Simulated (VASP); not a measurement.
# WSe2 in VASP: single point with r2SCAN

Aim: the single point of WSe2 with r2SCAN.

Program: VASP 6.6.1. These are calculated values, not measurements. Logs are shortened: lines on timing, memory, paths and dates and some standing lists are left out, and cuts for length are marked.

### 1 The cell of the first run

The cell holds a slab with vacuum, 12 atoms: a = 3.315 Å, b = 3.315 Å, c = 36.537 Å, α = 90.00°, β = 90.00°, γ = 120.00°.

### 2 Single point, r2SCAN

POSCAR reads:

```
WSe2
1.0
    3.3145950947      0.0000000000      0.0000000000
   -1.6572975474      2.8705235553      0.0000000000
    0.0000000000      0.0000000000     36.5370111813
W Se
4 8
Direct
    0.6666666667      0.3333333333      0.9062747800
    0.6666666667      0.3333333333      0.2812937088
    0.3333333333      0.6666666667      0.7187062912
    0.3333333333      0.6666666667      0.0937252200
    0.3333333333      0.6666666667      0.9517533457
    0.3333333333      0.6666666667      0.3267467009
    0.6666666667      0.3333333333      0.7641916797
    0.6666666667      0.3333333333      0.1392041531
    0.3333333333      0.6666666667      0.8607958469
    0.3333333333      0.6666666667      0.2358083203
    0.6666666667      0.3333333333      0.6732532991
    0.6666666667      0.3333333333      0.0482466543
```

INCAR.step1 reads:

```
ALGO = Normal
EDIFF = 1E-4
ENCUT = 520
GGA = PE
ISMEAR = 0
LASPH = True
LCHARG = False
LREAL = False
LWAVE = True
NBANDS = 64
NELM = 60
PREC = Accurate
SIGMA = 0.02
```

INCAR.step2 reads:

```
ALGO = Normal
EDIFF = 1E-7
ENCUT = 520
ISIF = 2
ISMEAR = 0
ISTART = 1
LASPH = True
LCHARG = False
LMIXTAU = True
LREAL = False
LWAVE = False
METAGGA = R2SCAN
NBANDS = 64
NELM = 60
PREC = Accurate
SIGMA = 0.02
```

KPOINTS reads:

```
k-points
0
Gamma
  12 12 1
```

Potentials or basis: VASP PAW PBE potentials, release 64 (W_sv, Se).

Run with:

```
$ cat potpaw_PBE.64/W_sv/POTCAR potpaw_PBE.64/Se/POTCAR > POTCAR
$ cp INCAR.step1 INCAR
$ mpirun -np 1 vasp_std > vasp.out
$ cp INCAR.step2 INCAR
$ mpirun -np 1 vasp_std > vasp.out
```

OUTCAR:

```text
EDIFF = 1E-7
   ENCUT = 520
   ISIF = 2
   ISMEAR = 0
   ISTART = 1
   LASPH = True
   LREAL = False
   METAGGA = R2SCAN
   NELM = 60
   PREC = Accurate

 ion  position               nearest neighbor table
   1  0.667  0.333  0.906-   5 2.53   5 2.53   5 2.53   9 2.53   9 2.53   9 2.53
   2  0.667  0.333  0.281-   6 2.53   6 2.53   6 2.53  10 2.53  10 2.53  10 2.53
   3  0.333  0.667  0.719-  11 2.53  11 2.53  11 2.53   7 2.53   7 2.53   7 2.53
   4  0.333  0.667  0.094-  12 2.53  12 2.53  12 2.53   8 2.53   8 2.53   8 2.53
   5  0.333  0.667  0.952-   1 2.53   1 2.53   1 2.53
   6  0.333  0.667  0.327-   2 2.53   2 2.53   2 2.53
   7  0.667  0.333  0.764-   3 2.53   3 2.53   3 2.53
   8  0.667  0.333  0.139-   4 2.53   4 2.53   4 2.53
   9  0.333  0.667  0.861-   1 2.53   1 2.53   1 2.53
  10  0.333  0.667  0.236-   2 2.53   2 2.53   2 2.53
  11  0.667  0.333  0.673-   3 2.53   3 2.53   3 2.53
  12  0.667  0.333  0.048-   4 2.53   4 2.53   4 2.53

  LATTYP: Found a hexagonal cell.
 ALAT       =     3.3145950947
 C/A-ratio  =    11.0230692249

  Lattice vectors:

 A1 = (   3.3145950947,   0.0000000000,   0.0000000000)
 A2 = (  -1.6572975474,   2.8705235553,   0.0000000000)
 A3 = (   0.0000000000,   0.0000000000,  36.5370111813)

Analysis of symmetry for initial positions (statically):
=====================================================================
 Subroutine PRICEL returns:
 Original cell was already a primitive cell.

 Routine SETGRP: Setting up the symmetry group for a
 hexagonal supercell.

 Subroutine GETGRP returns: Found 12 space group operations
 (whereof 12 operations were pure point group operations)
 out of a pool of 24 trial point group operations.

The static configuration has the point symmetry D_3d.

Analysis of symmetry for dynamics (positions and initial velocities):
=====================================================================
 Subroutine PRICEL returns:
 Original cell was already a primitive cell.

 Routine SETGRP: Setting up the symmetry group for a
 hexagonal supercell.

 Subroutine GETGRP returns: Found 12 space group operations
 (whereof 12 operations were pure point group operations)
 out of a pool of 24 trial point group operations.

The dynamic configuration has the point symmetry D_3d.

[... 120 lines left out ...]
   POTIM  = 0.5000    time-step for ionic-motion
   TEBEG  =    0.0;   TEEND  =   0.0 temperature during run
   PSTRESS=    0.0 pullay stress
   NELECT =     104.0000    total number of electrons
   NUPDOWN=      -1.0000    fix difference up-down
   EMIN   =  10.00;   EMAX   =-10.00  energy-range for DOS
   EFERMI =   0.00;   METHOD = LEGACY
   ISMEAR =     0;   SIGMA  =   0.02  broadening in eV -4-tet -1-fermi 0-gaus
   EFERMI_NEDOS =   21; number of points for ismear=-14 and -15
   IALGO  =     38    algorithm
   IMIX   =      4    mixing-type and parameters
     AMIX     =   0.40;   BMIX     =  1.00
     AMIX_MAG =   1.60;   BMIX_MAG =  1.00
  volume/ion in A,a.u.               =      28.97       195.50
  Fermi-wavevector in a.u.,A,eV,Ry     =   1.094908  2.069077 16.310993  1.198824
  Thomas-Fermi vector in A             =   2.231222
   LORBIT       =      0    0 simple, 1 ext, 2 COOP (PROOUT), +10 PAW based schemes
   METAGGA = R2SCAN    functional components
   LHFCALC =     F    Hartree Fock is set to
   AEXX    =    0.0000 exact exchange contribution
   IVDW    =     0    specifies the selected vdW correction
   LEPSILON=     F    determine dielectric tensor
   LRPA    =     F    only Hartree local field effects (RPA)
 non-spin polarized calculation
 Gauss-broadening in eV      SIGMA  =   0.02
  energy-cutoff  :      520.00
  volume of cell :      347.64
 maximum number of plane-waves:      9408
 NGX is ok and might be reduce to    28
   NGX = 13   NGY = 13   NGZ =135

 number of electron     103.9999997 magnetization

 Free energy of the ion-electron system (eV)
  ---------------------------------------------------
  ext. energy  EPLUGINS =         0.00000000
  ---------------------------------------------------
  free energy    TOTEN  =      -327.14137576 eV

  energy without entropy =     -327.14137576  energy(sigma->0) =     -327.14137576

 E-fermi :   2.9241     XC(G=0):  -8.3419

 val. band max:        2.5938875363   @ k =   0.0000   0.0000   0.0000
 cond. band min:       4.0412866088   @ k =   0.1667   0.1667   0.0000
 fundamental gap:      1.4473990725
 Fermi energy:         2.9240521303

 k-point     1 :       0.0000    0.0000    0.0000
  band No.  band energies     occupation
      1     -73.5841      2.00000
      2     -73.5841      2.00000
      3     -73.5828      2.00000
      4     -73.5828      2.00000
      5     -37.1626      2.00000
      6     -37.1626      2.00000
[... 1262 lines left out ...]
     63       6.1141      0.00000
     64       6.1141      0.00000

------------------------ aborting loop because EDIFF is reached ----------------------------------------

  FORCE on cell =-STRESS in cart. coord.  units (eV):
  Direction    XX          YY          ZZ          XY          YZ          ZX
  --------------------------------------------------------------------------------------
  -------------------------------------------------------------------------------------
  Total        0.5212838      0.5212838      0.5910599     -0.0000000      0.0000000      0.0000000
  in kB        2.4024823      2.4024823      2.7240651     -0.0000000      0.0000000      0.0000000
  external PRESSURE =       2.5096766 kB  Pullay stress =       0.0000000 kB

 VOLUME and BASIS-vectors are now :
 -----------------------------------------------------------------------------
  energy-cutoff  :      520.00
  volume of cell :      347.64
      direct lattice vectors                 reciprocal lattice vectors
     3.314595095  0.000000000  0.000000000     0.301695975  0.174184253  0.000000000
    -1.657297547  2.870523555  0.000000000     0.000000000  0.348368505  0.000000000
     0.000000000  0.000000000 36.537011181     0.000000000  0.000000000  0.027369507

 POSITION                                       TOTAL-FORCE (eV/Angst)
 -----------------------------------------------------------------------------------
      1.65730      0.95684     33.11257        -0.000000      0.000000     -0.000208
      1.65730      0.95684     10.27763         0.000000     -0.000000      0.000681
     -0.00000      1.91368     26.25938        -0.000000      0.000000     -0.000681
     -0.00000      1.91368      3.42444         0.000000     -0.000000      0.000208
     -0.00000      1.91368     34.77422         0.000000      0.000000      0.045891
     -0.00000      1.91368     11.93835        -0.000000      0.000000      0.044873
      1.65730      0.95684     27.92128         0.000000      0.000000      0.044299
      1.65730      0.95684      5.08610         0.000000     -0.000000      0.046325
     -0.00000      1.91368     31.45091        -0.000000      0.000000     -0.046325
     -0.00000      1.91368      8.61573         0.000000     -0.000000     -0.044299
      1.65730      0.95684     24.59866        -0.000000      0.000000     -0.044873
      1.65730      0.95684      1.76279        -0.000000     -0.000000     -0.045891
 -----------------------------------------------------------------------------------
    total drift:                                0.000000      0.000000      0.000000

  FREE ENERGIE OF THE ION-ELECTRON SYSTEM (eV)
  ---------------------------------------------------
  free  energy   TOTEN  =      -327.1413757594 eV

  energy  without entropy=     -327.1413757594  energy(sigma->0) =     -327.14137576
```

OUTCAR.step1:

```text
EDIFF = 1E-4
   ENCUT = 520
   GGA = PE
   ISMEAR = 0
[... 1527 lines left out ...]
     -0.00000      1.91368     31.45091         0.000000      0.000000     -0.345591
     -0.00000      1.91368      8.61573         0.000000     -0.000000     -0.342917
      1.65730      0.95684     24.59866        -0.000000      0.000000     -0.385672
      1.65730      0.95684      1.76279         0.000000      0.000000     -0.344737
 -----------------------------------------------------------------------------------
    total drift:                                0.000000      0.000000      0.000000

  FREE ENERGIE OF THE ION-ELECTRON SYSTEM (eV)
  ---------------------------------------------------
  free  energy   TOTEN  =       -86.4410341876 eV

  energy  without entropy=      -86.4410341876  energy(sigma->0) =      -86.44103419
```

Wall time 67 min (1 thread of Oxide Virtual Turin-like, shared host); peak memory 0.68 GiB.

What came out:

```yaml
Free_energy: -327.1414 eV
Largest_force: 0.046 eV/Å
Band_gap_on_the_k_mesh: 1.45 eV (least direct gap 1.60 eV)
```

Forces on the atoms (eV/Å):
```
W    0.000  0.000  0.000
W    0.000  0.000  0.001
W    0.000  0.000 -0.001
W    0.000  0.000  0.000
Se   0.000  0.000  0.046
Se   0.000  0.000  0.045
Se   0.000  0.000  0.044
Se   0.000  0.000  0.046
Se   0.000  0.000 -0.046
Se   0.000  0.000 -0.044
Se   0.000  0.000 -0.045
Se   0.000  0.000 -0.046
```

Levels at points of the mesh, in eV from the valence-band top:
```csv
k point,band 48,band 49,band 50,band 51,band 52,band 53,band 54,band 55,band 56,band 57
"(0.00, 0.00, 0.00)",-1.55,-0.69,-0.41,-0.15,0.00,2.90,2.90,2.90,2.90,2.91
"(0.50, 0.00, 0.00)",-1.24,-1.23,-1.22,-1.19,-1.18,2.32,2.32,2.33,2.34,2.64
```

Caveat: there is no dipole correction, which matters where the two faces differ; the PAW data sets were made with another functional, which shifts forces and pressure a little; spin-orbit coupling is left out, which moves the levels of the heavy elements.
